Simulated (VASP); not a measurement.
# TiCo (Pm-3m) in VASP: a series of runs, part 2 of 2

VASP 6.6.1. The steps go on from the part before.

**3. Single point, PBE, collinear spin, ferromagnetic start (volume scaled by 0.96)**

INCAR reads:

```
  ALGO = Fast
  EDIFF = 1E-6
  ENCUT = 520
  GGA = PE
  ISIF = 2
  ISMEAR = -1
  ISPIN = 2
  LASPH = True
  LCHARG = False
  LMAXMIX = 4
  LORBIT = 11
  LREAL = False
  LWAVE = False
  MAGMOM = 2 1
  NBANDS = 22
  NELM = 150
  PREC = Accurate
  SIGMA = 0.05
```

KPOINTS reads:

```
k-points
0
Gamma
  9 9 9
```

POSCAR reads:

```
TiCo
1.0
    2.9457531915      0.0000000000      0.0000000000
    0.0000000000      2.9457531915      0.0000000000
    0.0000000000      0.0000000000      2.9457531915
Co Ti
1 1
Direct
    0.5000000000      0.5000000000      0.5000000000
    0.0000000000      0.0000000000      0.0000000000
```

Potentials or basis: VASP PAW PBE potentials, release 64 (Co, Ti_sv).

On the command line:

```console
> cat potpaw_PBE.64/Co/POTCAR potpaw_PBE.64/Ti_sv/POTCAR > POTCAR
> mpirun -np 1 vasp_std > vasp.out
```

OUTCAR:

```text
EDIFF = 1E-6
   ENCUT = 520
   GGA = PE
   ISIF = 2
   ISMEAR = -1
   ISPIN = 2
   LASPH = True
   LORBIT = 11
   LREAL = False
   NELM = 150
   PREC = Accurate

 ion  position               nearest neighbor table
   1  0.500  0.500  0.500-   2 2.55   2 2.55   2 2.55   2 2.55   2 2.55   2 2.55   2 2.55   2 2.55

   2  0.000  0.000  0.000-   1 2.55   1 2.55   1 2.55   1 2.55   1 2.55   1 2.55   1 2.55   1 2.55

  LATTYP: Found a simple cubic cell.
 ALAT       =     2.9457531915

  Lattice vectors:

 A1 = (   2.9457531915,   0.0000000000,   0.0000000000)
 A2 = (   0.0000000000,   2.9457531915,   0.0000000000)
 A3 = (   0.0000000000,   0.0000000000,   2.9457531915)
[... 1415 lines left out ...]
 VOLUME and BASIS-vectors are now :
 -----------------------------------------------------------------------------
  energy-cutoff  :      520.00
  volume of cell :       25.56
      direct lattice vectors                 reciprocal lattice vectors
     2.945753192  0.000000000  0.000000000     0.339471753  0.000000000  0.000000000
     0.000000000  2.945753192  0.000000000     0.000000000  0.339471753  0.000000000
     0.000000000  0.000000000  2.945753192     0.000000000  0.000000000  0.339471753

 POSITION                                       TOTAL-FORCE (eV/Angst)
 -----------------------------------------------------------------------------------
      1.47288      1.47288      1.47288         0.000000      0.000000      0.000000
      0.00000      0.00000      0.00000         0.000000      0.000000      0.000000
 -----------------------------------------------------------------------------------
    total drift:                                0.000000      0.000000     -0.000000

  FREE ENERGIE OF THE ION-ELECTRON SYSTEM (eV)
  ---------------------------------------------------
  free  energy   TOTEN  =       -15.6678716745 eV

  energy  without entropy=      -15.6509059039  energy(sigma->0) =      -15.65938879

 total charge

# of ion       s       p       d       tot
------------------------------------------
    1        0.540   0.480   7.341   8.361
    2        2.256   6.193   1.896  10.345
--------------------------------------------------
tot          2.796   6.674   9.237  18.707

 magnetization (x)

# of ion       s       p       d       tot
------------------------------------------
    1        0.025  -0.006   0.741   0.760
    2       -0.002  -0.011  -0.004  -0.018
--------------------------------------------------
tot          0.022  -0.017   0.737   0.743
```

Run time: 36 s. Hardware: 1 thread of Intel Xeon Platinum 8259CL at 2.50GHz (Skylake/Cascade Lake), shared host; peak memory 0.17 GiB.

Results:

| Quantity | Value |
| --- | --- |
| Free energy | -15.6679 eV |
| Pressure | 5.9 GPa |
| Net moment | 0.70 μB per cell |
| Site moments | Co +0.76; Ti -0.02 μB |
| Valence electrons inside the program's atomic spheres | Co 8.36; Ti 10.35 |

Levels at points of the mesh, in eV from the Fermi level:
Spin up:
```csv
k point,band 7,band 8,band 9,band 10,band 11,band 12,band 13,band 14
"(0.00, 0.00, 0.00)",-4.33,-1.89,-1.89,-1.89,0.52,0.52,2.78,2.78
```
Spin down:
| k point | band 7 | band 8 | band 9 | band 10 | band 11 | band 12 | band 13 | band 14 |
| --- | --- | --- | --- | --- | --- | --- | --- | --- |
| (0.00, 0.00, 0.00) | -3.80 | -1.45 | -1.45 | -1.45 | 0.99 | 0.99 | 2.87 | 2.87 |

Caveat: the cell differs from its parent crystal (volume scaled by 0.96).

**4. Single point, PBE, collinear spin, ferromagnetic start**

This run uses another cell than the first one, of 13.31 Å³/atom, 1.064 times its volume.

INCAR reads:

```
PREC     = Accurate       # precision mode
ENCUT    = 520            # plane-wave cutoff, eV
EDIFF    = 1E-6           # SCF threshold, eV
ISMEAR   = -1             # smearing method
SIGMA    = 0.05           # smearing width, eV
LREAL    = False          # projectors in reciprocal space
LASPH    = True           # aspherical terms in the spheres
NELM     = 150            # most SCF steps
ALGO     = Normal         # electronic algorithm
ISIF     = 2              # what is computed and relaxed
LWAVE    = False          # write WAVECAR
LCHARG   = True           # write CHGCAR
ISPIN    = 2              # spin polarisation
MAGMOM   = 2 1            # initial moments
LORBIT   = 11             # projections on sites
LMAXMIX  = 4              # l up to which the mixer works
GGA      = PE             # functional
LELF     = True           # ELF
LVHAR    = True         
NBANDS   = 22             # bands
```

KPOINTS reads:

```
regular mesh
0
Gamma
  9 9 9
```

POSCAR reads:

```
TiCo
1.0
    2.9861109900      0.0000000000      0.0000000000
    0.0000000000      2.9861109900      0.0000000000
    0.0000000000      0.0000000000      2.9861109900
Co Ti
1 1
Direct
    0.5000000000      0.5000000000      0.5000000000
    0.0000000000      0.0000000000      0.0000000000
```

On the command line:

```console
> cat potpaw_PBE.64/Co/POTCAR potpaw_PBE.64/Ti_sv/POTCAR > POTCAR
> mpirun -np 1 vasp_std > vasp.out
```

Wall time 32 s (1 thread of Intel Xeon Platinum 8259CL at 2.50GHz (Skylake/Cascade Lake), shared host); peak memory 0.17 GiB.

It converged, with:

```
Free energy                                           : -15.6832 eV
Pressure                                              : -1.1 GPa
Net moment                                            : 0.79 μB per cell
Site moments                                          : Co +0.88; Ti -0.03 μB
Valence electrons inside the program's atomic spheres : Co 8.29; Ti 10.29
```

Levels at points of the mesh, in eV from the Fermi level:
Spin up:
```
           k point  band 8  band 9  band 10  band 11  band 12  band 13  band 14  band 15
(0.00, 0.00, 0.00)   -1.87   -1.87    -1.87     0.47     0.47     2.65     2.65     2.65
```
Spin down:
```tsv
k point	band 6	band 7	band 8	band 9	band 10	band 11	band 12	band 13	band 14	band 15
(0.00, 0.00, 0.00)	-3.55	-3.55	-1.35	-1.35	-1.35	0.99	0.99	2.74	2.74	2.74
```

**5. Single point, PBE, collinear spin, ferromagnetic start (volume scaled by 1.04)**

INCAR reads:

```
SYSTEM = TiCo
PREC = Accurate
ENCUT = 520
EDIFF = 1E-6
ISMEAR = -1
SIGMA = 0.05
LREAL = .False.
LASPH = .True.
NELM = 150
ALGO = Normal
ISIF = 2
LWAVE = .False.
LCHARG = .False.
ISPIN = 2
MAGMOM = 2 1
LORBIT = 11
LMAXMIX = 4
GGA = PE
NBANDS = 22
```

KPOINTS reads:

```
regular mesh
0
Gamma
  9 9 9
  0 0 0
```

POSCAR reads:

```
TiCo
1.0
    3.0254064304      0.0000000000      0.0000000000
    0.0000000000      3.0254064304      0.0000000000
    0.0000000000      0.0000000000      3.0254064304
Co Ti
1 1
Direct
    0.5000000000      0.5000000000      0.5000000000
    0.0000000000      0.0000000000      0.0000000000
```

On the command line:

```console
> cat potpaw_PBE.64/Co/POTCAR potpaw_PBE.64/Ti_sv/POTCAR > POTCAR
> mpirun -np 1 vasp_std > vasp.out
```

Wall time 30 s (1 thread of Intel Xeon Platinum 8259CL at 2.50GHz (Skylake/Cascade Lake), shared host); peak memory 0.17 GiB.

It converged, with:

| Quantity | Value |
| --- | --- |
| Free energy | -15.6567 eV |
| Pressure | -6.8 GPa |
| Net moment | 0.84 μB per cell |
| Site moments | Co +0.96; Ti -0.05 μB |
| Valence electrons inside the program's atomic spheres | Co 8.22; Ti 10.23 |

Levels at points of the mesh, in eV from the Fermi level:
Spin up:
| k point | band 8 | band 9 | band 10 | band 11 | band 12 | band 13 | band 14 | band 15 |
| --- | --- | --- | --- | --- | --- | --- | --- | --- |
| (0.00, 0.00, 0.00) | -1.83 | -1.83 | -1.83 | 0.44 | 0.44 | 2.53 | 2.53 | 2.53 |
Spin down:
```csv
k point,band 7,band 8,band 9,band 10,band 11,band 12,band 13,band 14
"(0.00, 0.00, 0.00)",-3.31,-1.26,-1.26,-1.26,0.99,0.99,2.61,2.61
```

Caveat: the cell differs from its parent crystal (volume scaled by 1.04).

**6. Single point, PBEsol, collinear spin, ferromagnetic start**

This run uses another cell than the first one, of 13.31 Å³/atom, 1.064 times its volume.

INCAR reads:

```
SYSTEM = TiCo
  PREC = Accurate
  ENCUT = 520
  EDIFF = 1E-6
  ISMEAR = -1
  SIGMA = 0.05
  LREAL = .FALSE.
  LASPH = .TRUE.
  NELM = 150
  ALGO = Normal
  ISIF = 2
  LWAVE = .FALSE.
  LCHARG = .FALSE.
  ISPIN = 2
  MAGMOM = 2 1
  LORBIT = 11
  LMAXMIX = 4
  GGA = PS
  NBANDS = 22
```

KPOINTS reads:

```
Automatic mesh
0
G
  9 9 9
  0 0 0
```

POSCAR reads:

```
TiCo
1.0
    2.9861109900      0.0000000000      0.0000000000
    0.0000000000      2.9861109900      0.0000000000
    0.0000000000      0.0000000000      2.9861109900
Co Ti
1 1
Direct
    0.5000000000      0.5000000000      0.5000000000
    0.0000000000      0.0000000000      0.0000000000
```

Potentials or basis: VASP PAW PBE potentials, release 64 (Co, Ti_sv).

On the command line:

```console
> cat potpaw_PBE.64/Co/POTCAR potpaw_PBE.64/Ti_sv/POTCAR > POTCAR
> mpirun -np 1 vasp_std > vasp.out
```

Wall time 17 s (1 thread of Intel Xeon 6975P-C (Granite Rapids), shared host); peak memory 0.17 GiB.

It converged, with:

- Free energy: -16.8791 eV
- Pressure: -8.6 GPa
- Net moment: 0.67 μB per cell
- Site moments: Co +0.74; Ti -0.03 μB
- Valence electrons inside the program's atomic spheres: Co 8.29; Ti 10.29

Levels at points of the mesh, in eV from the Fermi level:
Spin up:
```tsv
k point	band 8	band 9	band 10	band 11	band 12	band 13
(0.00, 0.00, 0.00)	-1.79	-1.79	-1.79	0.52	0.52	2.67
```
Spin down:
```tsv
k point	band 6	band 7	band 8	band 9	band 10	band 11	band 12	band 13	band 14	band 15
(0.00, 0.00, 0.00)	-3.60	-3.60	-1.32	-1.32	-1.32	0.93	0.93	2.75	2.75	2.75
```

Caveat: the PAW data sets were made with another functional, which shifts forces and pressure a little.

**7. Overview**

| level | cell | gap on the mesh (eV) | pressure (GPa) | moment (μB) |
| --- | --- | --- | --- | --- |
| PBE | a = 2.925 Å, 2 atoms | none | 10.0 | 0.66 |
| PBE | a = 2.946 Å, 2 atoms | none | 5.9 | 0.70 |
| PBE | a = 2.986 Å, 2 atoms | none | -1.1 | 0.79 |
| PBE | a = 3.025 Å, 2 atoms | none | -6.8 | 0.84 |
| PBEsol | a = 2.986 Å, 2 atoms | none | -8.6 | 0.67 |

Alike in all rows: task single point; potentials or basis VASP PAW PBE potentials, release 64 (Co, Ti_sv); spin collinear, ferromagnetic start; k mesh 9 × 9 × 9; cutoff (eV) 520; smearing fermi-dirac 0.05 eV.

Caveats: the PAW data sets were made with another functional, which shifts forces and pressure a little (some runs).

Absolute energies hang on the potentials; compare differences alone.
